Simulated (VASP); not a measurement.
# Hf in VASP: further runs, part 2 of 2

VASP 6.6.1.

## Step 6: Single point, PBEsol

This run uses another cell than the first one, of 24.74 Å³/atom, 0.943 times its volume.

Contents of INCAR:

```
PREC     = Accurate       # precision mode
ENCUT    = 500            # plane-wave cutoff, eV
EDIFF    = 1E-6           # SCF threshold, eV
ISMEAR   = 1              # smearing method
SIGMA    = 0.1            # smearing width, eV
LREAL    = False          # projectors in reciprocal space
LASPH    = True           # aspherical terms in the spheres
NELM     = 120            # most SCF steps
ALGO     = Normal         # electronic algorithm
ISIF     = 2              # what is computed and relaxed
LWAVE    = False          # write WAVECAR
LCHARG   = False          # write CHGCAR
GGA      = PS             # functional
NBANDS   = 11             # bands
GGA_COMPAT= False
```

Contents of KPOINTS:

```
Automatic mesh
0
Gamma
  7 7 7
```

Contents of POSCAR:

```
Hf
1.0
    2.8789860000      0.0108920000      0.0312790000
    0.0108920000      2.8924850000     -0.0036490000
    0.0312790000     -0.0036490000      2.9711840000
Hf
1
Direct
    0.5082420000      0.4985950000      0.5007900000
```

Potentials or basis: VASP PAW PBE potentials, release 64 (Hf_pv).

The run is started by

```sh
> cat potpaw_PBE.64/Hf_pv/POTCAR > POTCAR
> mpirun -np 1 vasp_std > vasp.out
```

OUTCAR:

```text
PREC = Accurate
   ENCUT = 500
   EDIFF = 1E-6
   ISMEAR = 1
   LREAL = False
   LASPH = True
   NELM = 120
   ISIF = 2
   GGA = PS

 ion  position               nearest neighbor table
   1  0.508  0.499  0.501-

  LATTYP: Found a triclinic cell.
 ALAT       =     4.1416682393
 B/A-ratio  =     0.6983919624
 C/A-ratio  =     1.6077132508
 COS(alpha) =     0.0010714926
 COS(beta)  =     0.6476750790
 COS(gamma) =     0.6966343518

  Lattice vectors:

 A1 = (  -0.0421710000,  -2.8888360000,  -2.9675350000)
 A2 = (  -0.0108920000,  -2.8924850000,   0.0036490000)
 A3 = (  -2.9415440000,  -0.0035940000,  -5.9736470000)

Analysis of symmetry for initial positions (statically):
=====================================================================
 Subroutine PRICEL returns:
 Original cell was already a primitive cell.

 Routine SETGRP: Setting up the symmetry group for a
 triclinic supercell.

 Subroutine GETGRP returns: Found  2 space group operations
 (whereof  1 operations were pure point group operations)
 out of a pool of  2 trial point group operations.

The static configuration has the point symmetry C_1 .
 The point group associated with its full space group is S_2 .
[... 162 lines left out ...]

 val. band max:        3.6335118340   @ k =   0.4286   0.2857   0.2857
 cond. band min:       3.6360918328   @ k =   0.2857   0.4286   0.4286
 fundamental gap:      0.0025799988
 Fermi energy:         3.6338426600

 k-point     1 :       0.0000    0.0000    0.0000
  band No.  band energies     occupation
      1     -26.3707      2.00000
      2     -26.2333      2.00000
      3     -26.1997      2.00000
      4      -2.8340      2.00000
      5       2.2373      2.00000
      6       2.2444      2.00000
      7       9.9807      0.00000
      8      10.0338      0.00000
      9      10.3395      0.00000
     10      15.8683      0.00000
     11      16.7159      0.00000
[... 309 lines left out ...]
 k-point    24 :      -0.2857    0.4286   -0.0000
  band No.  band energies     occupation
      1     -27.0889      2.00000
      2     -26.7334      2.00000
      3     -26.2265      2.00000
      4       1.5281      2.00000
      5       2.4938      2.00000
      6       5.5763     -0.00000
      7       6.9338      0.00000
      8       7.4332      0.00000
      9       8.1143      0.00000
     10      13.2495      0.00000
     11      16.3538      0.00000

 [... further k-points ...]
[... 5 lines left out ...]
  --------------------------------------------------------------------------------------
  -------------------------------------------------------------------------------------
  Total       -0.6482074     -0.6115157     -0.5278591      0.0900258     -0.0240430      0.2563813
  in kB      -41.9798577    -39.6035930    -34.1857396      5.8303380     -1.5570997     16.6040196
  external PRESSURE =     -38.5897301 kB  Pullay stress =       0.0000000 kB

 VOLUME and BASIS-vectors are now :
 -----------------------------------------------------------------------------
  energy-cutoff  :      500.00
  volume of cell :       24.74
      direct lattice vectors                 reciprocal lattice vectors
     2.878986000  0.010892000  0.031279000     0.347389234 -0.001312752 -0.003658736
     0.010892000  2.892485000 -0.003649000    -0.001312752  0.345728983  0.000438420
     0.031279000 -0.003649000  2.971184000    -0.003658736  0.000438420  0.336605219

 POSITION                                       TOTAL-FORCE (eV/Angst)
 -----------------------------------------------------------------------------------
      1.48432      1.44589      1.50202         0.000000      0.000000      0.000000
 -----------------------------------------------------------------------------------
    total drift:                               -0.000005      0.000001      0.000003

  FREE ENERGIE OF THE ION-ELECTRON SYSTEM (eV)
  ---------------------------------------------------
  free  energy   TOTEN  =        -9.3556118521 eV

  energy  without entropy=       -9.3537685199  energy(sigma->0) =       -9.35499741
```

OSZICAR:

```text
N       E                     dE             d eps       ncg     rms          rms(c)
DAV:   1     0.128958527559E+02    0.12896E+02   -0.58359E+03  3840   0.816E+02
DAV:   2    -0.914570496877E+01   -0.22042E+02   -0.21323E+02  4581   0.150E+02
DAV:   3    -0.966001790535E+01   -0.51431E+00   -0.50646E+00  4485   0.156E+01
DAV:   4    -0.966284864452E+01   -0.28307E-02   -0.28298E-02  4626   0.144E+00
DAV:   5    -0.966287094651E+01   -0.22302E-04   -0.22301E-04  4624   0.106E-01    0.324E+01
DAV:   6    -0.941649892863E+01    0.24637E+00   -0.24388E-01  4372   0.321E+00    0.191E+01
DAV:   7    -0.936198552056E+01    0.54513E-01   -0.27588E-01  4609   0.329E+00    0.142E+00
DAV:   8    -0.935574654630E+01    0.62390E-02   -0.21365E-02  4324   0.924E-01    0.252E-01
DAV:   9    -0.935561287323E+01    0.13367E-03   -0.14758E-03  4674   0.267E-01    0.882E-02
DAV:  10    -0.935561009636E+01    0.27769E-05   -0.36709E-05  4489   0.435E-02    0.422E-02
DAV:  11    -0.935561195104E+01   -0.18547E-05   -0.18569E-06  4743   0.103E-02    0.402E-03
DAV:  12    -0.935561185215E+01    0.98893E-07   -0.21108E-07  2906   0.217E-03
   1 F= -.93556119E+01 E0= -.93549974E+01  d E =-.184333E-02
```

stdout:

```text
POSCAR found type information on POSCAR Hf
 POSCAR found :  1 types and       1 ions
 scaLAPACK will be used
 -----------------------------------------------------------------------------
|                                                                             |
|                                                                             |
|     You enforced a specific xc type in the INCAR file but a different       |
|     I HOPE YOU KNOW WHAT YOU ARE DOING!                                     |
|                                                                             |
 -----------------------------------------------------------------------------

 LDA part: xc-table for (Slater+PW92), standard interpolation
 POSCAR, INCAR and KPOINTS ok, starting setup
 FFT: planning ... GRIDC
 FFT: planning ... GRID_SOFT
 FFT: planning ... GRID
 WAVECAR not read
 entering main loop
```

Wall time 16 s (1 thread of Intel Xeon Platinum 8488C (Sapphire Rapids), shared host); peak memory 0.17 GiB.

Results:

```
Free energy            : -9.3556 eV
Pressure               : -3.9 GPa
Band gap on the k mesh : zero (band 5 reaches 4.35 eV, above the bottom of band 6 at 2.24 eV)
```

Caveat: the PAW data sets were made with another functional, which shifts forces and pressure a little; spin-orbit coupling is left out, which moves the levels of the heavy elements.

## Step 7: Overview

| level | potentials or basis | cell | k mesh | smearing | gap on the mesh (eV) | pressure (GPa) |
| --- | --- | --- | --- | --- | --- | --- |
| PBE | VASP PAW PBE potentials, release 64 (Hf_pv) | a = 2.971 Å, 1 atom | 9 × 9 × 9 | fermi-dirac 0.05 eV | none | -4.2 |
| LDA | VASP PAW LDA potentials, release 64 (Hf_pv) | a = 2.914 Å, 1 atom | 8 × 8 × 8 | fermi-dirac 0.1 eV | none | -6.2 |
| PBEsol | VASP PAW PBE potentials, release 64 (Hf_pv) | a = 2.879, b = 2.893, c = 2.971 Å, angles 90.1, 88.8, 89.6°, 1 atom | 7 × 7 × 7 | methfessel-paxton 0.1 eV | none | -3.9 |

Alike in all rows: task single point; no spin polarisation; cutoff (eV) 500.

Caveats: spin-orbit coupling is left out, which moves the levels of the heavy elements; the PAW data sets were made with another functional, which shifts forces and pressure a little (some runs).

Absolute energies hang on the potentials; compare differences alone.
